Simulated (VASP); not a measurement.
Wanted: the native input for a VASP 6.6.1 run.

```yaml
Task: single point
Functional: PBEsol
Potentials_or_basis: VASP PAW PBE potentials, release 64 (O, Ti_sv)
Cutoff: 520 eV
k_mesh: 9 × 6 × 1
Occupations: gaussian, width 0.5 eV
Spin: no spin polarisation
Dipole_correction: yes
Further_INCAR_settings: ALGO = Normal; EDIFF = 1e-06; NBANDS = 87; NELMDL = -8
```

The structure of TiO2 lies in POSCAR:

```
TiO2
1.0
    2.9389939992      0.0000000000      0.0000000000
    0.0000000000      4.5912476233      0.0000000000
    0.0000000000      0.0000000000     28.2738593696
O Ti
12 6
Direct
    0.5000000000      0.1955612568      0.2652626902
    0.5000000000      0.8044387432      0.3287750777
    0.0000000000      0.3044387432      0.3464551367
    0.0000000000      0.6955612568      0.4099675241
    0.5000000000      0.1955612568      0.4276475831
    0.5000000000      0.8044387432      0.4911599705
    0.0000000000      0.3044387432      0.5088400295
    0.0000000000      0.6955612568      0.5723524169
    0.5000000000      0.1955612568      0.5900324759
    0.5000000000      0.8044387432      0.6535448633
    0.0000000000      0.3044387432      0.6712249223
    0.0000000000      0.6955612568      0.7347373098
    0.0000000000      0.0000000000      0.2970188840
    0.5000000000      0.5000000000      0.3782113304
    0.0000000000      0.0000000000      0.4594037768
    0.5000000000      0.5000000000      0.5405962232
    0.0000000000      0.0000000000      0.6217886696
    0.5000000000      0.5000000000      0.7029811160
```

The input as run:

INCAR

```
SYSTEM = TiO2
ALGO = Normal
DIPOL = 0.5 0.5 0.500
EDIFF = 1E-6
ENCUT = 520
GGA = PS
GGA_COMPAT = .FALSE.
IDIPOL = 3
ISIF = 2
ISMEAR = 0
LASPH = .TRUE.
LCHARG = .FALSE.
LDIPOL = .TRUE.
LREAL = .FALSE.
LWAVE = .FALSE.
NBANDS = 87
NELM = 120
NELMDL = -8
PREC = Accurate
SIGMA = 0.5
```

KPOINTS

```
k-points
0
G
  9 6 1
  0 0 0
```

Potentials or basis: VASP PAW PBE potentials, release 64 (O, Ti_sv).

Run with:

```bash
$ cat potpaw_PBE.64/O/POTCAR potpaw_PBE.64/Ti_sv/POTCAR > POTCAR
$ mpirun -np 1 vasp_std > vasp.out
```

It gave:

```yaml
Largest_force: 3.843 eV/Å
Band_gap_on_the_k_mesh: 2.06 eV
```

Caveat: the PAW data sets were made with another functional, which shifts forces and pressure a little.

Wall time 32 min on 1 thread of Intel(R) Xeon(R) Platinum 8259CL CPU @ 2.50GHz (Skylake/Cascade Lake) (shared host), peak memory 0.7 GiB.
